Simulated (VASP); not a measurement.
# Pb (Fd-3m) in VASP: notebook, part 2 of 2

VASP 6.6.1. The steps go on from the part before.

**3. Single point, LDA**

This run uses another cell than the first one, of 39.45 Å³/atom, 1.032 times its volume.

Contents of INCAR:

```
SYSTEM = Pb
  ALGO = Normal
  EDIFF = 1E-6
  ENCUT = 520
  ISIF = 2
  ISMEAR = -1
  LASPH = .True.
  LCHARG = .True.
  LELF = .True.
  LREAL = .False.
  LVHAR = .True.
  LWAVE = .False.
  NBANDS = 21
  NELM = 100
  PREC = Accurate
  SIGMA = 0.1
```

Contents of KPOINTS:

```
k-points
0
Gamma
  6 6 6
  0 0 0
```

Contents of POSCAR:

```
Pb
1.0
    0.0000000000      3.4042602511      3.4042602511
    3.4042602511      0.0000000000      3.4042602511
    3.4042602511      3.4042602511      0.0000000000
Pb
2
Direct
    0.5000000000      0.5000000000      0.5000000000
    0.7500000000      0.7500000000      0.7500000000
```

Potentials or basis: VASP PAW LDA potentials, release 64 (Pb_d).

Run with:

```sh
$ cat potpaw_LDA.64/Pb_d/POTCAR > POTCAR
$ mpirun -np 1 vasp_std > vasp.out
```

OUTCAR:

```text
SYSTEM = Pb
   EDIFF = 1E-6
   ENCUT = 520
   ISIF = 2
   ISMEAR = -1
   LASPH = .True.
   LREAL = .False.
   NELM = 100
   PREC = Accurate

 ion  position               nearest neighbor table
   1  0.500  0.500  0.500-   2 2.95   2 2.95   2 2.95   2 2.95
   2  0.750  0.750  0.750-   1 2.95   1 2.95   1 2.95   1 2.95

  LATTYP: Found a face centered cubic cell.
 ALAT       =     6.8085205022

  Lattice vectors:

 A1 = (   0.0000000000,   3.4042602511,   3.4042602511)
 A2 = (   3.4042602511,   0.0000000000,   3.4042602511)
 A3 = (   3.4042602511,   3.4042602511,   0.0000000000)

Analysis of symmetry for initial positions (statically):
=====================================================================
 Subroutine PRICEL returns:
 Original cell was already a primitive cell.

 Routine SETGRP: Setting up the symmetry group for a
 face centered cubic supercell.

 Subroutine GETGRP returns: Found 48 space group operations
 (whereof 24 operations were pure point group operations)
 out of a pool of 48 trial point group operations.

The static configuration has the point symmetry T_d .
 The point group associated with its full space group is O_h .

Analysis of symmetry for dynamics (positions and initial velocities):
=====================================================================
 Subroutine PRICEL returns:
 Original cell was already a primitive cell.

 Routine SETGRP: Setting up the symmetry group for a
 face centered cubic supercell.

 Subroutine GETGRP returns: Found 48 space group operations
 (whereof 24 operations were pure point group operations)
 out of a pool of 48 trial point group operations.

The dynamic configuration has the point symmetry T_d .
 The point group associated with its full space group is O_h .

 Subroutine INISYM returns: Found 48 space group operations
 (whereof 24 operations are pure point group operations),
 and found     1 'primitive' translations

----------------------------------------------------------------------------------------

                                     Primitive cell

  volume of cell :      78.9039

  direct lattice vectors                    reciprocal lattice vectors
     0.000000000  3.404260251  3.404260251    -0.146874787  0.146874787  0.146874787
     3.404260251  0.000000000  3.404260251     0.146874787 -0.146874787  0.146874787
     3.404260251  3.404260251  0.000000000     0.146874787  0.146874787 -0.146874787

  length of vectors
     4.814351017  4.814351017  4.814351017     0.254394594  0.254394594  0.254394594

  position of ions in fractional coordinates (direct lattice)
     0.500000000  0.500000000  0.500000000
     0.750000000  0.750000000  0.750000000

  ion indices of the primitive-cell ions
   primitive index   ion index
                 1           1
                 2           2

----------------------------------------------------------------------------------------

 KPOINTS: k-points

Automatic generation of k-mesh.
 Grid dimensions read from file:
 generate k-points for:    6    6    6

 Generating k-lattice:

  Cartesian coordinates                     Fractional coordinates (reciprocal lattice)
    -0.024479131  0.024479131  0.024479131     0.166666667  0.000000000  0.000000000
     0.024479131 -0.024479131  0.024479131     0.000000000  0.166666667  0.000000000
     0.024479131  0.024479131 -0.024479131     0.000000000  0.000000000  0.166666667

  Length of vectors
     0.042399099  0.042399099  0.042399099

  Shift w.r.t. Gamma in fractional coordinates (k-lattice)
     0.000000000  0.000000000  0.000000000

 Subroutine IBZKPT returns following result:
 ===========================================

 Found     16 irreducible k-points:

 Following reciprocal coordinates:
            Coordinates               Weight
  0.000000  0.000000  0.000000      1.000000
  0.166667  0.000000  0.000000      8.000000
  0.333333  0.000000  0.000000      8.000000
  0.500000  0.000000  0.000000      4.000000
  0.166667  0.166667  0.000000      6.000000
  0.333333  0.166667  0.000000     24.000000
[... 8 lines left out ...]
 -0.333333  0.333333  0.166667     24.000000
 -0.333333  0.500000  0.166667     12.000000
   k-points           NKPTS =     16   k-points in BZ     NKDIM =     16   number of bands    NBANDS=     21
   number of dos      NEDOS =    301   number of ions     NIONS =      2
   total plane-waves  NPLWV =  46656
   dimension x,y,z NGX =    36 NGY =   36 NGZ =   36
   dimension x,y,z NGXF=    72 NGYF=   72 NGZF=   72
   ions per type =               2
   NGX,Y,Z   is equivalent  to a cutoff of  12.43, 12.43, 12.43 a.u.
   NGXF,Y,Z  is equivalent  to a cutoff of  24.86, 24.86, 24.86 a.u.
 SYSTEM =  Pb
   PREC   = accura    normal or accurate (medium, high low for compatibility)
   ISTART =      0    job   : 0-new  1-cont  2-samecut
   ICHARG =      2    charge: 1-file 2-atom 10-const
   ISPIN  =      1    spin polarized calculation?
   LNONCOLLINEAR =      F non collinear calculations
   LSORBIT =      F    spin-orbit coupling
   LASPH  =      T    aspherical Exc in radial PAW
   ENCUT  =  520.0 eV  38.22 Ry    6.18 a.u.   8.95  8.95  8.95*2*pi/ulx,y,z
   NELM   =    100;   NELMIN=  2; NELMDL= -5     # of ELM steps
   EDIFF  = 0.1E-05   stopping-criterion for ELM
   LREAL  =      F    real-space projection
   EDIFFG = 0.1E-04   stopping-criterion for IOM
   NSW    =      0    number of steps for IOM
   IBRION =     -1    ionic relax: 0-MD 1-quasi-New 2-CG
   NFREE  =      0    steps in history (QN), initial steepest desc. (CG)
   ISIF   =      2    stress and relaxation
   ISYM   =      2    0-nonsym 1-usesym 2-fastsym
   POTIM  = 0.5000    time-step for ionic-motion
   TEBEG  =    0.0;   TEEND  =   0.0 temperature during run
   PSTRESS=    0.0 pullay stress
   NELECT =      28.0000    total number of electrons
   NUPDOWN=      -1.0000    fix difference up-down
   EMIN   =  10.00;   EMAX   =-10.00  energy-range for DOS
   EFERMI =   0.00;   METHOD = LEGACY
   ISMEAR =    -1;   SIGMA  =   0.10  broadening in eV -4-tet -1-fermi 0-gaus
   EFERMI_NEDOS =   21; number of points for ismear=-14 and -15
   IALGO  =     38    algorithm
   IMIX   =      4    mixing-type and parameters
     AMIX     =   0.40;   BMIX     =  1.00
     AMIX_MAG =   1.60;   BMIX_MAG =  1.00
  volume/ion in A,a.u.               =      39.45       266.23
  Fermi-wavevector in a.u.,A,eV,Ry     =   1.159030  2.190250 18.277400  1.343351
  Thomas-Fermi vector in A             =   2.295627
   LORBIT       =      0    0 simple, 1 ext, 2 COOP (PROOUT), +10 PAW based schemes
   GGA     = CA    functional components
   LHFCALC =     F    Hartree Fock is set to
   AEXX    =    0.0000 exact exchange contribution
   IVDW    =     0    specifies the selected vdW correction
   LEPSILON=     F    determine dielectric tensor
   LRPA    =     F    only Hartree local field effects (RPA)
 non-spin polarized calculation
  energy-cutoff  :      520.00
  volume of cell :       78.90
 maximum number of plane-waves:      2158
   NGX = 17   NGY = 17   NGZ = 17

 number of electron      28.0000009 magnetization

 Free energy of the ion-electron system (eV)
  ---------------------------------------------------
  ext. energy  EPLUGINS =         0.00000000
  ---------------------------------------------------
  free energy    TOTEN  =        -7.88661728 eV

  energy without entropy =       -7.86400238  energy(sigma->0) =       -7.87530983

 E-fermi :   4.2423     XC(G=0):  -8.8931

 val. band max:        4.2417546752   @ k =   0.1667   0.0000   0.0000
 cond. band min:       4.3124201115   @ k =   0.1667   0.0000   0.0000
 fundamental gap:      0.0706654362
 Fermi energy:         4.2422926003

 k-point     1 :       0.0000    0.0000    0.0000
  band No.  band energies     occupation
      1     -12.8832      2.00000
      2     -12.8832      2.00000
      3     -12.8832      2.00000
      4     -12.7979      2.00000
      5     -12.7979      2.00000
      6     -12.3312      2.00000
[... 13 lines left out ...]
     20      12.2927      0.00000
     21      12.2927      0.00000
[... 337 lines left out ...]
 k-point    16 :      -0.3333    0.5000    0.1667
  band No.  band energies     occupation
      1     -12.9784      2.00000
      2     -12.9784      2.00000
      3     -12.7157      2.00000
      4     -12.7157      2.00000
      5     -12.5549      2.00000
      6     -12.5549      2.00000
[... 13 lines left out ...]
     20      13.0670      0.00000
     21      14.2091      0.00000

------------------------ aborting loop because EDIFF is reached ----------------------------------------

  FORCE on cell =-STRESS in cart. coord.  units (eV):
  Direction    XX          YY          ZZ          XY          YZ          ZX
  --------------------------------------------------------------------------------------
  -------------------------------------------------------------------------------------
  Total        0.1963062      0.1963062      0.1963062      0.0000000     -0.0000000     -0.0000000
  in kB        3.9860826      3.9860826      3.9860826      0.0000000     -0.0000000     -0.0000000
  external PRESSURE =       3.9860826 kB  Pullay stress =       0.0000000 kB

 VOLUME and BASIS-vectors are now :
 -----------------------------------------------------------------------------
  energy-cutoff  :      520.00
  volume of cell :       78.90
      direct lattice vectors                 reciprocal lattice vectors
     0.000000000  3.404260251  3.404260251    -0.146874787  0.146874787  0.146874787
     3.404260251  0.000000000  3.404260251     0.146874787 -0.146874787  0.146874787
     3.404260251  3.404260251  0.000000000     0.146874787  0.146874787 -0.146874787

 POSITION                                       TOTAL-FORCE (eV/Angst)
 -----------------------------------------------------------------------------------
      3.40426      3.40426      3.40426         0.000000      0.000000     -0.000000
      5.10639      5.10639      5.10639        -0.000000     -0.000000      0.000000
 -----------------------------------------------------------------------------------
    total drift:                                0.000000      0.000000      0.000000

  FREE ENERGIE OF THE ION-ELECTRON SYSTEM (eV)
  ---------------------------------------------------
  free  energy   TOTEN  =        -7.8866172821 eV

  energy  without entropy=       -7.8640023754  energy(sigma->0) =       -7.87530983
```

OSZICAR:

```text
N       E                     dE             d eps       ncg     rms          rms(c)
DAV:   1     0.301034570425E+03    0.30103E+03   -0.14128E+04   672   0.151E+03
DAV:   2     0.147917089800E+02   -0.28624E+03   -0.28028E+03   672   0.396E+02
DAV:   3    -0.717191158559E+01   -0.21964E+02   -0.21810E+02   828   0.138E+02
DAV:   4    -0.792034189629E+01   -0.74843E+00   -0.74757E+00   772   0.310E+01
DAV:   5    -0.795920701269E+01   -0.38865E-01   -0.38864E-01   932   0.640E+00    0.159E+00
DAV:   6    -0.791007130982E+01    0.49136E-01   -0.41813E-02  1003   0.239E+00    0.887E-01
DAV:   7    -0.788666483685E+01    0.23406E-01   -0.36420E-02   922   0.231E+00    0.149E-01
DAV:   8    -0.788662522165E+01    0.39615E-04   -0.52823E-03   828   0.957E-01    0.382E-02
DAV:   9    -0.788661275194E+01    0.12470E-04   -0.49587E-04   914   0.336E-01    0.289E-02
DAV:  10    -0.788661719148E+01   -0.44395E-05   -0.55368E-05   793   0.105E-01    0.440E-03
DAV:  11    -0.788661728208E+01   -0.90603E-07   -0.21928E-06   690   0.134E-02
   1 F= -.78866173E+01 E0= -.78753098E+01  d E =-.226149E-01
```

Run time: 26 s. Hardware: 1 thread of Intel Xeon 8259CL, shared host; peak memory 0.17 GiB.

What came out:

```
Free energy            : -7.8866 eV
Pressure               : 0.4 GPa
Band gap on the k mesh : zero (band 14 reaches 4.75 eV, above the bottom of band 15 at 3.55 eV)
```

Levels at points of the mesh, in eV from the Fermi level:
```tsv
k point	band 11	band 12	band 13	band 14	band 15	band 16	band 17	band 18
(0.00, 0.00, 0.00)	-11.25	-3.70	0.51	0.51	0.51	2.51	2.51	2.51
(0.50, 0.00, 0.00)	-9.83	-7.08	-0.89	-0.69	-0.69	3.65	3.65	5.45
(0.50, 0.50, 0.00)	-8.48	-8.48	-1.97	-1.97	0.91	0.91	7.42	7.42
```

Caveat: spin-orbit coupling is left out, which moves the levels of the heavy elements.

**4. Single point, LDA**

This run uses another cell than the first one, of 40.67 Å³/atom, 1.064 times its volume.

Contents of INCAR:

```
PREC     = Accurate       # precision mode
ENCUT    = 520            # plane-wave cutoff, eV
EDIFF    = 1E-6           # SCF threshold, eV
ISMEAR   = -1             # smearing method
SIGMA    = 0.1            # smearing width, eV
LREAL    = F              # projectors in reciprocal space
LASPH    = T              # aspherical terms in the spheres
NELM     = 60             # most SCF steps
ALGO     = Normal         # electronic algorithm
ISIF     = 2              # what is computed and relaxed
LWAVE    = F              # write WAVECAR
LCHARG   = F              # write CHGCAR
GGA      = CA             # functional
NBANDS   = 21             # bands
```

Contents of KPOINTS:

```
Automatic mesh
0
Gamma
  6 6 6
```

Contents of POSCAR:

```
Pb
1.0
    0.0000000000      3.4390000000      3.4390000000
    3.4390000000      0.0000000000      3.4390000000
    3.4390000000      3.4390000000      0.0000000000
Pb
2
Direct
    0.5000000000      0.5000000000      0.5000000000
    0.7500000000      0.7500000000      0.7500000000
```

Run with:

```sh
$ cat potpaw_LDA.64/Pb_d/POTCAR > POTCAR
$ mpirun -np 1 vasp_std > vasp.out
```

It took 23 s on 1 thread of Intel Xeon 8259CL, shared host; peak memory 0.17 GiB.

Results (log left out):

- Free energy: -7.8863 eV
- Pressure: -0.6 GPa
- Band gap on the k mesh: zero (band 14 reaches 4.45 eV, above the bottom of band 15 at 3.30 eV)

Levels at points of the mesh, in eV from the Fermi level:
```csv
k point,band 10,band 11,band 12,band 13,band 14,band 15,band 16,band 17,band 18,band 19
"(0.00, 0.00, 0.00)",-16.53,-11.07,-3.87,0.49,0.49,0.49,2.48,2.48,2.48,4.12
"(0.50, 0.00, 0.00)",-16.47,-9.72,-7.03,-0.91,-0.66,-0.66,3.60,3.60,5.46,7.30
"(0.50, 0.50, 0.00)",-16.44,-8.41,-8.41,-1.89,-1.89,0.91,0.91,7.23,7.23,8.23
```

Caveat: spin-orbit coupling is left out, which moves the levels of the heavy elements.

**5. The runs side by side**

```tsv
cell	gap on the mesh (eV)	pressure (GPa)
a = 4.764 Å, angles 60.0°, 2 atoms	none	1.6
a = 4.814 Å, angles 60.0°, 2 atoms	none	0.4
a = 4.863 Å, angles 60.0°, 2 atoms	none	-0.6
```

Alike in all rows: task single point; level LDA; potentials or basis VASP PAW LDA potentials, release 64 (Pb_d); no spin polarisation; k mesh 6 × 6 × 6; cutoff (eV) 520; smearing fermi-dirac 0.1 eV.

Caveats: spin-orbit coupling is left out, which moves the levels of the heavy elements.

Total energies depend on the potentials used, so only differences within one code and one set of settings carry meaning.
